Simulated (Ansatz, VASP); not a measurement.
# Two plane-wave programs on SiC4

Contents of INCAR:

```
SYSTEM = SiC4
PREC     = Accurate       ! precision mode
ENCUT    = 910            ! plane-wave cutoff, eV
EDIFF    = 1E-7           ! SCF threshold, eV
ISMEAR   = 0              ! smearing method
SIGMA    = 0.1            ! smearing width, eV
LREAL    = .False.        ! projectors in reciprocal space
LASPH    = .True.         ! aspherical terms in the spheres
NELM     = 120            ! most SCF steps
ALGO     = Normal         ! electronic algorithm
ISIF     = 3              ! what is computed and relaxed
LWAVE    = .False.        ! write WAVECAR
LCHARG   = .False.        ! write CHGCAR
GGA      = PE             ! functional
IBRION   = 2              ! ionic algorithm
NSW      = 90             ! ionic steps
EDIFFG   = -0.04          ! ionic threshold
GGA_COMPAT= .False.      
NELMIN   = 4
```

KPOINTS

```
Automatic mesh
0
Gamma
  6 6 6
  0 0 0
```

File POSCAR:

```
SiC4
1.0
   -2.9143305900      2.9143305900      1.7859883900
    2.9143305900     -2.9143305900      1.7859883900
    2.9143305900      2.9143305900     -1.7859883900
Si C
1 4
Direct
    0.0000000000      0.0000000000      0.0000000000
    0.6015449600      0.7953882700      0.3969332300
    0.7953882700      0.3984550400      0.1938433100
    0.2046117300      0.6015449600      0.8061566900
    0.3984550400      0.2046117300      0.6030667700
```

Input for Ansatz:

```yaml
crystal:
  lattice:
    - [-2.91433059, 2.91433059, 1.78598839]
    - [2.91433059, -2.91433059, 1.78598839]
    - [2.91433059, 2.91433059, -1.78598839]
  atoms:
    - { symbol: Si, position: [0.0, 0.0, 0.0] }
    - { symbol: C, position: [0.60154496, 0.79538827, 0.39693323] }
    - { symbol: C, position: [0.79538827, 0.39845504, 0.19384331] }
    - { symbol: C, position: [0.20461173, 0.60154496, 0.80615669] }
    - { symbol: C, position: [0.39845504, 0.20461173, 0.60306677] }
basis:
  ecutwfc: 420
kpoints:
  mp_grid: { grid: [6, 6, 6] }
hamiltonian:
  xc: pbe
scf:
  occupations: { method: gaussian, width: 0.1 }
  lower_state_search: "off"
output:
  forces: true
  stress: true
  eigenvalues: true
relax:
  adjacent_minimum: "off"
  f_tol: 0.04
  max_steps: 70
  cell: { stress_tol: 0.4 }
```

Change from the starting cell: species swapped into the MnAu4 type (I4/m, No. 87).

Alike in both runs: task relaxation of cell and atoms; functional PBE; k mesh 6 × 6 × 6; occupations gaussian, width 0.1 eV; no spin polarisation.

|  | VASP | Ansatz |
| --- | --- | --- |
| version | VASP 6.6.1 | Ansatz 0.2.0 |
| potentials or method | VASP PAW PBE potentials, release 64 (Si, C_h), cutoff 910 eV | scalar-relativistic, plane waves, PAW |
| valence electrons in the cell | 20 | 20 |

Ansatz gave:

- gap on the k mesh at the Fermi level, each at its own relaxed structure (eV): none
- relaxed volume (Å³/atom): 11.22
- relaxed cell length with the largest relative difference (Å): 4.906

**Question.** Which values does VASP return?

**Answer.** gap on the k mesh at the Fermi level, each at its own relaxed structure (eV): none; relaxed volume (Å³/atom): 10.74; relaxed cell length with the largest relative difference (Å): 4.816.

A gap of «none» marks a metal or a gap that the smearing closes.

Noted on VASP's run: the cutoff is short for stress, so the pressure is rough.
